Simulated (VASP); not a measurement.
Crystal: N.

```xyz
8
Lattice="5.4776 0.0000 0.0000 0.0000 5.4776 0.0000 0.0000 0.0000 5.4776" Properties=species:S:1:pos:R:3 pbc="T T T"
N     0.3156    0.3156    0.3156
N     2.4233    5.1621    3.0544
N     3.0544    2.4233    5.1621
N     5.1621    3.0544    2.4233
N     5.1621    5.1621    5.1621
N     3.0544    0.3156    2.4233
N     2.4233    3.0544    0.3156
N     0.3156    2.4233    3.0544
```

Base run:

- Program: VASP 6.6.1
- Functional: PBE
- Potentials or basis: VASP PAW PBE potentials, release 64 (N)
- Cutoff: 520 eV
- k mesh: 6 × 6 × 6
- Occupations: gaussian, width 0.01 eV
- Spin: no spin polarisation

Its results: band gap on the k mesh 7.30 eV (least direct gap 7.34 eV); pressure 5.2 GPa; largest force 3.117 eV/Å.

Task: The run is repeated on the same cell with these changes: functional from PBE to r2SCAN; further incar settings from ALGO = Normal; EDIFF = 1e-07; NBANDS = 30 to ALGO = Normal; EDIFF = 1e-06; NBANDS = 30. What comes out?

Result: Band gap on the k mesh 7.97 eV (least direct gap 8.00 eV); pressure 3.2 GPa; largest force 2.246 eV/Å.

Caveats: the standard files for N, O and F lose accuracy on very short bonds; the cell stands under pressure; this functional lacks dispersion, which holds the molecules together, so the pressure and a relaxed volume are unreliable (at least some runs); forces of over 1 eV/Å act on the atoms, so gaps and moduli don't describe the material at rest (at least some runs); the PAW data sets were made with another functional, which shifts forces and pressure a little (at least some runs).

A k mesh can miss the band edges.
